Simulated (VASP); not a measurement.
# Ag (P-1) in VASP: single point with PBE

Aim: the single point of Ag with PBE.

Everything below comes from runs of VASP 6.6.1. Logs are shortened: lines on timing, memory, paths and dates and some standing lists are left out, and cuts for length are marked.

## (1) The cell of the first run

The typed cell holds 2 atoms: a = 2.930 Å, b = 2.930 Å, c = 4.790 Å, α = 90.00°, β = 90.00°, γ = 120.00°.

## (2) Single point, PBE (one atom moved)

INCAR reads:

```
PREC     = Accurate       # precision mode
ENCUT    = 520            # plane-wave cutoff, eV
EDIFF    = 1E-6           # SCF threshold, eV
ISMEAR   = 0              # smearing method
SIGMA    = 0.1            # smearing width, eV
LREAL    = F              # projectors in reciprocal space
LASPH    = T              # aspherical terms in the spheres
NELM     = 80             # most SCF steps
ALGO     = Fast           # electronic algorithm
ISIF     = 2              # what is computed and relaxed
LWAVE    = F              # write WAVECAR
LCHARG   = T              # write CHGCAR
GGA      = PE             # functional
LELF     = T              # ELF
LVHAR    = T            
NBANDS   = 18             # bands
```

KPOINTS reads:

```
Automatic mesh
0
Gamma
  15 15 8
```

POSCAR reads:

```
Ag
1.0
    2.9299980804      0.0000000000      0.0000000000
   -1.4649990402      2.5374527707      0.0000000000
    0.0000000000      0.0000000000      4.7900000000
Ag
2
Direct
    0.3083077373      0.6759397457      0.2930480167
    0.6666666667      0.3333333333      0.7500000000
```

Potentials or basis: VASP PAW PBE potentials, release 64 (Ag).

Command:

```console
cat potpaw_PBE.64/Ag/POTCAR > POTCAR
mpirun -np 1 vasp_std > vasp.out
```

OUTCAR:

```text
PREC = Accurate
   ENCUT = 520
   EDIFF = 1E-6
   ISMEAR = 0
   LREAL = F
   LASPH = T
   NELM = 80
   ISIF = 2
   GGA = PE

 ion  position               nearest neighbor table
   1  0.308  0.676  0.293-   2 2.73   2 2.75   2 2.82   2 3.07   2 3.09   2 3.15
   2  0.667  0.333  0.750-   1 2.73   1 2.75   1 2.82   1 3.07   1 3.09   1 3.15

  LATTYP: Found a hexagonal cell.
 ALAT       =     2.9299980804
 C/A-ratio  =     1.6348133577

  Lattice vectors:

 A1 = (   2.9299980804,   0.0000000000,   0.0000000000)
 A2 = (  -1.4649990402,   2.5374527707,   0.0000000000)
 A3 = (   0.0000000000,   0.0000000000,   4.7900000000)

Analysis of symmetry for initial positions (statically):
=====================================================================
 Subroutine PRICEL returns:
 Original cell was already a primitive cell.

 Routine SETGRP: Setting up the symmetry group for a
 hexagonal supercell.

 Subroutine GETGRP returns: Found  2 space group operations
 (whereof  1 operations were pure point group operations)
 out of a pool of 24 trial point group operations.

The static configuration has the point symmetry C_1 .
 The point group associated with its full space group is S_2 .

Analysis of symmetry for dynamics (positions and initial velocities):
=====================================================================
 Subroutine PRICEL returns:
 Original cell was already a primitive cell.

 Routine SETGRP: Setting up the symmetry group for a
 hexagonal supercell.

 Subroutine GETGRP returns: Found  2 space group operations
 (whereof  1 operations were pure point group operations)
 out of a pool of 24 trial point group operations.

The dynamic configuration has the point symmetry C_1 .
 The point group associated with its full space group is S_2 .

 Subroutine INISYM returns: Found  2 space group operations
 (whereof  1 operations are pure point group operations),
 and found     1 'primitive' translations

----------------------------------------------------------------------------------------

                                     Primitive cell

  volume of cell :      35.6124

  direct lattice vectors                    reciprocal lattice vectors
     2.929998080  0.000000000  0.000000000     0.341297152  0.197048003  0.000000000
    -1.464999040  2.537452771  0.000000000     0.000000000  0.394096005  0.000000000
     0.000000000  0.000000000  4.790000000     0.000000000  0.000000000  0.208768267

  length of vectors
     2.929998080  2.929998080  4.790000000     0.394096005  0.394096005  0.208768267

  position of ions in fractional coordinates (direct lattice)
     0.308307737  0.675939746  0.293048017
     0.666666667  0.333333333  0.750000000

  ion indices of the primitive-cell ions
   primitive index   ion index
                 1           1
                 2           2

----------------------------------------------------------------------------------------

 KPOINTS: Automatic mesh

Automatic generation of k-mesh.
 Grid dimensions read from file:
 generate k-points for:   15   15    8

 Generating k-lattice:

  Cartesian coordinates                     Fractional coordinates (reciprocal lattice)
     0.022753143  0.013136534  0.000000000     0.066666667  0.000000000  0.000000000
     0.000000000  0.026273067  0.000000000     0.000000000  0.066666667  0.000000000
     0.000000000  0.000000000  0.026096033     0.000000000  0.000000000  0.125000000

  Length of vectors
     0.026273067  0.026273067  0.026096033

  Shift w.r.t. Gamma in fractional coordinates (k-lattice)
     0.000000000  0.000000000  0.000000000

 Subroutine IBZKPT returns following result:
 ===========================================

 Found    901 irreducible k-points:

 Following reciprocal coordinates:
            Coordinates               Weight
  0.000000  0.000000  0.000000      1.000000
  0.066667  0.000000  0.000000      2.000000
  0.000000  0.066667  0.000000      2.000000
 -0.066667  0.066667  0.000000      2.000000
  0.133333 -0.000000  0.000000      2.000000
  0.000000  0.133333  0.000000      2.000000
[... 16 lines left out ...]
  0.066667  0.066667  0.000000      2.000000
 -0.066667  0.133333  0.000000      2.000000
 [... further k-points ...]
   k-points           NKPTS =    901   k-points in BZ     NKDIM =    901   number of bands    NBANDS=     18
   number of dos      NEDOS =    301   number of ions     NIONS =      2
   total plane-waves  NPLWV =  20736
   dimension x,y,z NGX =    24 NGY =   24 NGZ =   36
   dimension x,y,z NGXF=    48 NGYF=   48 NGZF=   72
   ions per type =               2
   NGX,Y,Z   is equivalent  to a cutoff of  13.62, 13.62, 12.49 a.u.
   NGXF,Y,Z  is equivalent  to a cutoff of  27.23, 27.23, 24.99 a.u.
 SYSTEM =  unknown system
   PREC   = accura    normal or accurate (medium, high low for compatibility)
   ISTART =      0    job   : 0-new  1-cont  2-samecut
   ICHARG =      2    charge: 1-file 2-atom 10-const
   ISPIN  =      1    spin polarized calculation?
   LNONCOLLINEAR =      F non collinear calculations
   LSORBIT =      F    spin-orbit coupling
   LASPH  =      T    aspherical Exc in radial PAW
   ENCUT  =  520.0 eV  38.22 Ry    6.18 a.u.   5.45  5.45  8.91*2*pi/ulx,y,z
   NELM   =     80;   NELMIN=  2; NELMDL= -5     # of ELM steps
   EDIFF  = 0.1E-05   stopping-criterion for ELM
   LREAL  =      F    real-space projection
[... 7 lines left out ...]
   TEBEG  =    0.0;   TEEND  =   0.0 temperature during run
   PSTRESS=    0.0 pullay stress
   NELECT =      22.0000    total number of electrons
   NUPDOWN=      -1.0000    fix difference up-down
   EMIN   =  10.00;   EMAX   =-10.00  energy-range for DOS
   EFERMI =   0.00;   METHOD = LEGACY
   ISMEAR =     0;   SIGMA  =   0.10  broadening in eV -4-tet -1-fermi 0-gaus
   EFERMI_NEDOS =   21; number of points for ismear=-14 and -15
   IALGO  =     68    algorithm
   IMIX   =      4    mixing-type and parameters
     AMIX     =   0.40;   BMIX     =  1.00
     AMIX_MAG =   1.60;   BMIX_MAG =  1.00
  volume/ion in A,a.u.               =      17.81       120.16
  Fermi-wavevector in a.u.,A,eV,Ry     =   1.394276  2.634800 26.449806  1.944006
  Thomas-Fermi vector in A             =   2.517841
   LORBIT       =      0    0 simple, 1 ext, 2 COOP (PROOUT), +10 PAW based schemes
   GGA     = PE    functional components
   LHFCALC =     F    Hartree Fock is set to
   AEXX    =    0.0000 exact exchange contribution
   IVDW    =     0    specifies the selected vdW correction
   LEPSILON=     F    determine dielectric tensor
   LRPA    =     F    only Hartree local field effects (RPA)
 non-spin polarized calculation
 RMM-DIIS sequential band-by-band and
 Gauss-broadening in eV      SIGMA  =   0.10
  energy-cutoff  :      520.00
  volume of cell :       35.61
 maximum number of plane-waves:       989
 NGX is ok and might be reduce to    24
   NGX = 11   NGY = 11   NGZ = 17

 number of electron      22.0000000 magnetization

 Free energy of the ion-electron system (eV)
  ---------------------------------------------------
  ext. energy  EPLUGINS =         0.00000000
  ---------------------------------------------------
  free energy    TOTEN  =        -5.31302271 eV

  energy without entropy =       -5.30927644  energy(sigma->0) =       -5.31114958

 E-fermi :   7.9641     XC(G=0): -11.9339

 val. band max:        7.9631641040   @ k =  -0.4667  -0.2000   0.0000
 cond. band min:       7.9716145249   @ k =  -0.0667   0.0667   0.0000
 fundamental gap:      0.0084504209
 Fermi energy:         7.9640754417

 k-point     1 :       0.0000    0.0000    0.0000
  band No.  band energies     occupation
      1       0.3628      2.00000
      2       1.6295      2.00000
      3       3.1678      2.00000
      4       3.1854      2.00000
      5       3.2228      2.00000
      6       3.3306      2.00000
[... 10 lines left out ...]
     17      25.6257      0.00000
     18      25.9354      0.00000

 k-point     2 :       0.0667    0.0000    0.0000
  band No.  band energies     occupation
      1       0.4822      2.00000
      2       1.6987      2.00000
      3       3.0576      2.00000
      4       3.2423      2.00000
      5       3.2782      2.00000
      6       3.3409      2.00000
[... 10 lines left out ...]
     17      25.6284      0.00000
     18      26.0839      0.00000

 k-point     3 :       0.0000    0.0667    0.0000
  band No.  band energies     occupation
      1       0.4819      2.00000
      2       1.6976      2.00000
      3       3.0622      2.00000
      4       3.2528      2.00000
      5       3.2822      2.00000
      6       3.3168      2.00000
[... 10 lines left out ...]
     17      25.6361      0.00000
     18      26.1790      0.00000

 k-point     4 :      -0.0667    0.0667    0.0000
  band No.  band energies     occupation
      1       0.4810      2.00000
      2       1.6937      2.00000
      3       3.0739      2.00000
      4       3.2449      2.00000
      5       3.2848      2.00000
      6       3.3516      2.00000
[... 10 lines left out ...]
     17      25.6342      0.00000
     18      26.3847      0.00000

 k-point     5 :       0.1333   -0.0000    0.0000
  band No.  band energies     occupation
      1       0.8250      2.00000
      2       1.8787      2.00000
      3       2.9103      2.00000
      4       3.1799      2.00000
      5       3.3982      2.00000
      6       3.4610      2.00000
[... 10 lines left out ...]
     17      25.7586      0.00000
     18      26.2267      0.00000

 k-point     6 :       0.0000    0.1333    0.0000
  band No.  band energies     occupation
      1       0.8235      2.00000
      2       1.8738      2.00000
      3       2.9177      2.00000
      4       3.2008      2.00000
      5       3.3740      2.00000
      6       3.4524      2.00000
[... 307 lines left out ...]
 k-point    21 :       0.0000    0.4667    0.0000
  band No.  band energies     occupation
      1       1.7055      2.00000
      2       2.0382      2.00000
      3       2.0448      2.00000
      4       3.1034      2.00000
      5       3.4664      2.00000
      6       3.7495      2.00000
[... 10 lines left out ...]
     17      18.4356      0.00000
     18      23.6224      0.00000

 k-point    22 :      -0.4667    0.4667    0.0000
  band No.  band energies     occupation
      1       1.6772      2.00000
      2       1.9522      2.00000
      3       1.9840      2.00000
      4       3.0505      2.00000
      5       3.5863      2.00000
      6       3.7675      2.00000
[... 10 lines left out ...]
     17      18.7115      0.00000
     18      23.5530      0.00000

 k-point    23 :       0.0667    0.0667    0.0000
  band No.  band energies     occupation
      1       0.7145      2.00000
      2       1.8265      2.00000
      3       2.9472      2.00000
      4       3.2478      2.00000
      5       3.3204      2.00000
      6       3.3916      2.00000
[... 10 lines left out ...]
     17      25.7567      0.00000
     18      26.0548      0.00000

 k-point    24 :      -0.0667    0.1333    0.0000
  band No.  band energies     occupation
      1       0.7109      2.00000
      2       1.8135      2.00000
      3       2.9609      2.00000
      4       3.2390      2.00000
      5       3.3827      2.00000
      6       3.3956      2.00000
[... 10 lines left out ...]
     17      25.7672      0.00000
     18      26.5130      0.00000

 [... further k-points ...]
[... 5 lines left out ...]
  --------------------------------------------------------------------------------------
  -------------------------------------------------------------------------------------
  Total        0.2712215      0.3539151      1.0980841      0.1509574      0.0278843     -0.1510970
  in kB       12.2020782     15.9224104     49.4020947      6.7914777      1.2544971     -6.7977545
  external PRESSURE =      25.8421944 kB  Pullay stress =       0.0000000 kB

 VOLUME and BASIS-vectors are now :
 -----------------------------------------------------------------------------
  energy-cutoff  :      520.00
  volume of cell :       35.61
      direct lattice vectors                 reciprocal lattice vectors
     2.929998080  0.000000000  0.000000000     0.341297152  0.197048003  0.000000000
    -1.464999040  2.537452771  0.000000000     0.000000000  0.394096005  0.000000000
     0.000000000  0.000000000  4.790000000     0.000000000  0.000000000  0.208768267

 POSITION                                       TOTAL-FORCE (eV/Angst)
 -----------------------------------------------------------------------------------
     -0.08691      1.71517      1.40370         0.098406     -0.016515     -1.131553
      1.46500      0.84582      3.59250        -0.098406      0.016515      1.131553
 -----------------------------------------------------------------------------------
    total drift:                               -0.000000     -0.000002      0.000015

  FREE ENERGIE OF THE ION-ELECTRON SYSTEM (eV)
  ---------------------------------------------------
  free  energy   TOTEN  =        -5.3130227061 eV

  energy  without entropy=       -5.3092764448  energy(sigma->0) =       -5.31114958
```

It took 4.1 min on 1 thread of Intel Xeon 6975P-C, shared host; peak memory 0.55 GiB.

What came out:

- Free energy: -5.3130 eV
- Pressure: 2.6 GPa
- Largest force: 1.136 eV/Å
- Band gap on the k mesh: zero (band 11 reaches 11.83 eV, above the bottom of band 12 at 4.67 eV)

Forces on the atoms (eV/Å):
```
Ag   0.098 -0.017 -1.132
Ag  -0.098  0.017  1.132
```

Caveat: the cell differs from its parent crystal (one atom moved); forces of over 1 eV/Å act on the atoms, so gaps and moduli don't describe the material at rest.
